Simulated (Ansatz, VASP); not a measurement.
**AlN in VASP and in Ansatz**

```
Al N
1.0
     0.00000    2.18869    2.18869
     2.18869    0.00000    2.18869
     2.18869    2.18869    0.00000
Al N
1 1
Direct
  0.00000 0.00000 0.00000
  0.25000 0.25000 0.25000
```

Alike in both runs: functional PBEsol; k mesh 10 × 10 × 10; occupations gaussian, width 0.02 eV; no spin polarisation.

Ansatz relaxed the structure, and its values are those at the end. VASP's run is a single point on that final structure, the one shown.

|  | VASP | Ansatz |
| --- | --- | --- |
| version | VASP 6.6.1 | Ansatz 0.2.0 |
| potentials or method | VASP PAW PBE potentials, release 64 (Al, N), cutoff 600 eV | scalar-relativistic, plane waves, PAW |
| valence electrons in the cell | 8 | 8 |

```tsv
	VASP	Ansatz	Ansatz less VASP
gap on the k mesh at the Fermi level (eV)	3.18	3.19	+0.007
least direct gap on the mesh (eV)	4.08	4.06	-0.016
pressure (GPa)	-0.1	0.0	+0.12
```

VASP's potentials were made for PBE, not for PBEsol, and Ansatz warns of the same on its side.
